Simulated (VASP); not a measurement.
# Ni (Im-3m) in VASP: single point with PBEsol

Aim: the single point of Ni with PBEsol.

All numbers are computed with VASP 6.6.1; they aren't measurements. Logs are shortened: lines on timing, memory, paths and dates and some standing lists are left out, and cuts for length are marked.

### Step 1. The cell of the first run

It takes space group Im-3m (No. 229, cubic). Conventional cell: a = 2.755 Å, b = 2.755 Å, c = 2.755 Å, α = 90.00°, β = 90.00°, γ = 90.00°. Within 3.2 Å of Ni (site symmetry m-3m) lie 14 Ni at 2.39 to 2.76 Å.

### Step 2. Single point, PBEsol, collinear spin, ferromagnetic start

INCAR

```
  PREC = Accurate
  ENCUT = 520
  EDIFF = 1E-6
  ISMEAR = 0
  SIGMA = 0.15
  LREAL = F
  LASPH = T
  NELM = 150
  ALGO = Normal
  ISIF = 2
  LWAVE = F
  LCHARG = F
  ISPIN = 2
  MAGMOM = 0.6
  LORBIT = 11
  LMAXMIX = 4
  GGA = PS
  NBANDS = 15
```

KPOINTS

```
Automatic mesh
0
Gamma
  34 34 34
```

POSCAR

```
Ni
1.0
   -1.3775377809      1.3775377809      1.3775377809
    1.3775377809     -1.3775377809      1.3775377809
    1.3775377809      1.3775377809     -1.3775377809
Ni
1
Direct
    0.0000000000      0.0000000000      0.0000000000
```

Potentials or basis: VASP PAW PBE potentials, release 64 (Ni).

Command:

```bash
cat potpaw_PBE.64/Ni/POTCAR > POTCAR
mpirun -np 1 vasp_std > vasp.out
```

OUTCAR:

```text
PREC = Accurate
   ENCUT = 520
   EDIFF = 1E-6
   ISMEAR = 0
   LREAL = F
   LASPH = T
   NELM = 150
   ISIF = 2
   ISPIN = 2
   LORBIT = 11
   GGA = PS

 ion  position               nearest neighbor table
   1  0.000  0.000  0.000-

  LATTYP: Found a body centered cubic cell.
 ALAT       =     2.7550755618

  Lattice vectors:

 A1 = (  -1.3775377809,   1.3775377809,   1.3775377809)
 A2 = (   1.3775377809,  -1.3775377809,   1.3775377809)
 A3 = (   1.3775377809,   1.3775377809,  -1.3775377809)

Analysis of symmetry for initial positions (statically):
=====================================================================
 Subroutine PRICEL returns:
 Original cell was already a primitive cell.

 Routine SETGRP: Setting up the symmetry group for a
 body centered cubic supercell.

 Subroutine GETGRP returns: Found 48 space group operations
 (whereof 48 operations were pure point group operations)
 out of a pool of 48 trial point group operations.

The static configuration has the point symmetry O_h .

Analysis of symmetry for dynamics (positions and initial velocities):
=====================================================================
 Subroutine PRICEL returns:
 Original cell was already a primitive cell.

 Routine SETGRP: Setting up the symmetry group for a
 body centered cubic supercell.

 Subroutine GETGRP returns: Found 48 space group operations
 (whereof 48 operations were pure point group operations)
 out of a pool of 48 trial point group operations.

The dynamic configuration has the point symmetry O_h .

Analysis of structural, dynamic, and magnetic symmetry:
=====================================================================
 Subroutine PRICEL returns:
 Original cell was already a primitive cell.

 Routine SETGRP: Setting up the symmetry group for a
 body centered cubic supercell.

 Subroutine GETGRP returns: Found 48 space group operations
 (whereof 48 operations were pure point group operations)
 out of a pool of 48 trial point group operations.

The overall configuration has the point symmetry O_h .

 Subroutine INISYM returns: Found 48 space group operations
 (whereof 48 operations are pure point group operations),
 and found     1 'primitive' translations

----------------------------------------------------------------------------------------

                                     Primitive cell

  volume of cell :      10.4561

  direct lattice vectors                    reciprocal lattice vectors
    -1.377537781  1.377537781  1.377537781     0.000000000  0.362966451  0.362966451
     1.377537781 -1.377537781  1.377537781     0.362966451  0.000000000  0.362966451
     1.377537781  1.377537781 -1.377537781     0.362966451  0.362966451  0.000000000

  length of vectors
     2.385965426  2.385965426  2.385965426     0.513312078  0.513312078  0.513312078

  position of ions in fractional coordinates (direct lattice)
     0.000000000  0.000000000  0.000000000

  ion indices of the primitive-cell ions
   primitive index   ion index
                 1           1

----------------------------------------------------------------------------------------

 KPOINTS: Automatic mesh

Automatic generation of k-mesh.
 Grid dimensions read from file:
 generate k-points for:   34   34   34

 Generating k-lattice:

  Cartesian coordinates                     Fractional coordinates (reciprocal lattice)
     0.000000000  0.010675484  0.010675484     0.029411765  0.000000000  0.000000000
     0.010675484  0.000000000  0.010675484     0.000000000  0.029411765  0.000000000
     0.010675484  0.010675484  0.000000000     0.000000000  0.000000000  0.029411765

  Length of vectors
     0.015097414  0.015097414  0.015097414

  Shift w.r.t. Gamma in fractional coordinates (k-lattice)
     0.000000000  0.000000000  0.000000000

 Subroutine IBZKPT returns following result:
 ===========================================

 Found   1059 irreducible k-points:

 Following reciprocal coordinates:
            Coordinates               Weight
  0.000000  0.000000  0.000000      1.000000
  0.029412  0.000000  0.000000     12.000000
  0.058824  0.000000  0.000000     12.000000
  0.088235  0.000000  0.000000     12.000000
  0.117647  0.000000  0.000000     12.000000
  0.147059  0.000000  0.000000     12.000000
[... 16 lines left out ...]
  0.147059  0.029412 -0.000000     48.000000
  0.176471  0.029412  0.000000     48.000000
 [... further k-points ...]
   k-points           NKPTS =   1059   k-points in BZ     NKDIM =   1059   number of bands    NBANDS=     15
   number of dos      NEDOS =    301   number of ions     NIONS =      1
   total plane-waves  NPLWV =   5832
   dimension x,y,z NGX =    18 NGY =   18 NGZ =   18
   dimension x,y,z NGXF=    36 NGYF=   36 NGZF=   36
   ions per type =               1
   NGX,Y,Z   is equivalent  to a cutoff of  12.54, 12.54, 12.54 a.u.
   NGXF,Y,Z  is equivalent  to a cutoff of  25.08, 25.08, 25.08 a.u.
 SYSTEM =  unknown system
   PREC   = accura    normal or accurate (medium, high low for compatibility)
   ISTART =      0    job   : 0-new  1-cont  2-samecut
   ICHARG =      2    charge: 1-file 2-atom 10-const
   ISPIN  =      2    spin polarized calculation?
   LNONCOLLINEAR =      F non collinear calculations
   LSORBIT =      F    spin-orbit coupling
   LASPH  =      T    aspherical Exc in radial PAW
   ENCUT  =  520.0 eV  38.22 Ry    6.18 a.u.   4.44  4.44  4.44*2*pi/ulx,y,z
   NELM   =    150;   NELMIN=  2; NELMDL= -5     # of ELM steps
   EDIFF  = 0.1E-05   stopping-criterion for ELM
   LREAL  =      F    real-space projection
[... 7 lines left out ...]
   TEBEG  =    0.0;   TEEND  =   0.0 temperature during run
   PSTRESS=    0.0 pullay stress
   NELECT =      10.0000    total number of electrons
   NUPDOWN=      -1.0000    fix difference up-down
   EMIN   =  10.00;   EMAX   =-10.00  energy-range for DOS
   EFERMI =   0.00;   METHOD = LEGACY
   ISMEAR =     0;   SIGMA  =   0.15  broadening in eV -4-tet -1-fermi 0-gaus
   EFERMI_NEDOS =   21; number of points for ismear=-14 and -15
   IALGO  =     38    algorithm
   IMIX   =      4    mixing-type and parameters
     AMIX     =   0.40;   BMIX     =  1.00
     AMIX_MAG =   1.60;   BMIX_MAG =  1.00
  volume/ion in A,a.u.               =      10.46        70.56
  Fermi-wavevector in a.u.,A,eV,Ry     =   1.612939  3.048013 35.396545  2.601573
  Thomas-Fermi vector in A             =   2.708089
   LORBIT       =     11    0 simple, 1 ext, 2 COOP (PROOUT), +10 PAW based schemes
   GGA     = PS    functional components
   LHFCALC =     F    Hartree Fock is set to
   AEXX    =    0.0000 exact exchange contribution
   IVDW    =     0    specifies the selected vdW correction
   LEPSILON=     F    determine dielectric tensor
   LRPA    =     F    only Hartree local field effects (RPA)
 spin polarized calculation
 Gauss-broadening in eV      SIGMA  =   0.15
  energy-cutoff  :      520.00
  volume of cell :       10.46
 maximum number of plane-waves:       321
 NGX is ok and might be reduce to    18
   NGX =  9   NGY =  9   NGZ =  9

 number of electron      10.0000010 magnetization       0.5129820

 Free energy of the ion-electron system (eV)
  ---------------------------------------------------
  ext. energy  EPLUGINS =         0.00000000
  ---------------------------------------------------
  free energy    TOTEN  =        -6.04307902 eV

  energy without entropy =       -6.02478790  energy(sigma->0) =       -6.03393346

 E-fermi :   9.6201     XC(G=0): -13.6677

 val. band max:        9.6186942657   @ k =  -0.3235   0.3824   0.2353
 cond. band min:       9.6205422777   @ k =  -0.4706   0.4706   0.0588
 fundamental gap:      0.0018480120
 Fermi energy:         9.6200532450

 spin component 1

 k-point     1 :       0.0000    0.0000    0.0000
  band No.  band energies     occupation
      1       0.4180      1.00000
      2       7.2625      1.00000
      3       7.2625      1.00000
      4       7.2625      1.00000
      5       8.7495      1.00000
      6       8.7495      1.00000
      7      36.4731      0.00000
      8      36.4731      0.00000
      9      36.4731      0.00000
     10      41.6345      0.00000
     11      41.6345      0.00000
     12      42.9899      0.00000
     13      42.9899      0.00000
     14      42.9899      0.00000
     15      43.5714      0.00000
[... 397 lines left out ...]
 k-point    24 :       0.1765    0.0294    0.0000
  band No.  band energies     occupation
      1       1.9328      1.00000
      2       6.9384      1.00000
      3       7.1749      1.00000
      4       7.9628      1.00000
      5       8.5217      1.00000
      6       8.7893      1.00000
      7      28.8484      0.00000
      8      33.0912      0.00000
      9      35.2695      0.00000
     10      36.0231      0.00000
     11      38.9354      0.00000
     12      40.7798      0.00000
     13      45.1086      0.00000
     14      47.4814      0.00000
     15      51.1224      0.00000

 [... further k-points ...]

 spin component 2

 k-point     1 :       0.0000    0.0000    0.0000
  band No.  band energies     occupation
      1       0.4252      1.00000
      2       7.8617      1.00000
      3       7.8617      1.00000
      4       7.8617      1.00000
      5       9.2188      0.99992
      6       9.2188      0.99992
      7      36.4112      0.00000
      8      36.4112      0.00000
      9      36.4112      0.00000
     10      41.6003      0.00000
     11      41.6003      0.00000
     12      43.1573      0.00000
     13      43.1573      0.00000
     14      43.1573      0.00000
     15      43.7244      0.00000
[... 397 lines left out ...]
 k-point    24 :       0.1765    0.0294    0.0000
  band No.  band energies     occupation
      1       1.9465      1.00000
      2       7.5178      1.00000
      3       7.7303      1.00000
      4       8.5825      1.00000
      5       8.9984      1.00000
      6       9.2616      0.99964
      7      28.9336      0.00000
      8      33.0900      0.00000
      9      35.3379      0.00000
     10      36.1275      0.00000
     11      39.0328      0.00000
     12      40.7989      0.00000
     13      45.1449      0.00000
     14      47.5538      0.00000
     15      51.2088      0.00000

 [... further k-points ...]
[... 5 lines left out ...]
  --------------------------------------------------------------------------------------
  -------------------------------------------------------------------------------------
  Total        0.0104970      0.0104970      0.0104970      0.0000000      0.0000000     -0.0000000
  in kB        1.6084426      1.6084426      1.6084426      0.0000000      0.0000000     -0.0000000
  external PRESSURE =       1.6084426 kB  Pullay stress =       0.0000000 kB

 VOLUME and BASIS-vectors are now :
 -----------------------------------------------------------------------------
  energy-cutoff  :      520.00
  volume of cell :       10.46
      direct lattice vectors                 reciprocal lattice vectors
    -1.377537781  1.377537781  1.377537781     0.000000000  0.362966451  0.362966451
     1.377537781 -1.377537781  1.377537781     0.362966451  0.000000000  0.362966451
     1.377537781  1.377537781 -1.377537781     0.362966451  0.362966451  0.000000000

 POSITION                                       TOTAL-FORCE (eV/Angst)
 -----------------------------------------------------------------------------------
      0.00000      0.00000      0.00000        -0.000000      0.000000      0.000000
 -----------------------------------------------------------------------------------
    total drift:                                0.000000     -0.000000      0.000000

  FREE ENERGIE OF THE ION-ELECTRON SYSTEM (eV)
  ---------------------------------------------------
  free  energy   TOTEN  =        -6.0430790243 eV

  energy  without entropy=       -6.0247878959  energy(sigma->0) =       -6.03393346

 total charge

# of ion       s       p       d       tot
------------------------------------------
    1        0.511   0.530   8.350   9.391

 magnetization (x)

# of ion       s       p       d       tot
------------------------------------------
    1       -0.004  -0.015   0.535   0.516
```

Wall time 3.2 min (1 thread of AMD EPYC 7R13 (Zen 3), shared host); peak memory 0.32 GiB.

Results:

- Free energy: -6.0431 eV
- Pressure: 0.2 GPa
- Net moment: 0.51 μB per cell
- Site moments: Ni +0.52 μB
- Valence electrons inside the program's atomic spheres: Ni 9.39

Levels at points of the mesh, in eV from the Fermi level:
Spin up:
```csv
k point,band 1,band 2,band 3,band 4,band 5,band 6,band 7,band 8,band 9,band 10
"(0.00, 0.00, 0.00)",-9.20,-2.36,-2.36,-2.36,-0.87,-0.87,26.85,26.85,26.85,32.01
"(0.50, 0.00, 0.00)",-4.82,-3.34,-0.95,-0.70,0.03,0.19,6.79,19.44,20.58,24.36
"(0.50, 0.50, 0.50)",-4.40,-4.40,-0.20,-0.20,-0.20,9.98,9.98,9.98,16.06,16.06
```
Spin down:
| k point | band 2 | band 3 | band 4 | band 5 | band 6 | band 7 | band 8 | band 9 |
| --- | --- | --- | --- | --- | --- | --- | --- | --- |
| (0.00, 0.00, 0.00) | -1.76 | -1.76 | -1.76 | -0.40 | -0.40 | 26.79 | 26.79 | 26.79 |
| (0.50, 0.00, 0.00) | -2.79 | -0.43 | -0.22 | 0.18 | 0.72 | 7.12 | 19.41 | 20.68 |
| (0.50, 0.50, 0.50) | -4.08 | 0.48 | 0.48 | 0.48 | 10.03 | 10.03 | 10.03 | 16.19 |

Caveat: the PAW data sets were made with another functional, which shifts forces and pressure a little.
